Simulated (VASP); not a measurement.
Runs of VASP 6.6.1 on Re. The structure is that of space group Pm-3m (No. 221), or close to it. The cells are those of the table. This isn't the form of Re at room conditions, which is hcp.

```csv
task,cell,cutoff (eV),gap on the mesh (eV),pressure (GPa)
single point,"a = 2.433 Å, 1 atom",520,none,(a)
relaxation of cell and atoms,"relaxed to 20 GPa from a = 2.530 Å, 1 atom",600,none,19.9
single point,"a = 2.562 Å, 1 atom",520,none,-0.9
single point,"a = 2.467 Å, 1 atom",520,none,39.0
relaxation of cell and atoms,"relaxed to 40 GPa from a = 2.530 Å, 1 atom",600,none,39.8
relaxation of cell and atoms,"relaxed from a = 2.530 Å, 1 atom",600,none,0.0
single point,"a = 2.509 Å, 1 atom",520,none,19.1
```

Alike in all rows: level r2SCAN; potentials or basis VASP PAW PBE potentials, release 64 (Re); no spin polarisation; k mesh 10 × 10 × 10; smearing fermi-dirac 0.1 eV.

Problem. Estimate the missing entries.

Solution. (a) 58.9.

Caveats: the PAW data sets were made with another functional, which shifts forces and pressure a little; spin-orbit coupling is left out, which moves the levels of the heavy elements; the cell stands under pressure (at least some runs); the cell is relaxed towards a set pressure, so the run minimises the enthalpy, not the energy (at least some runs).

A k mesh can miss the band edges, and the runs leave out spin-orbit coupling on Re.

A gap of «none» marks levels without a gap at the run's occupations.
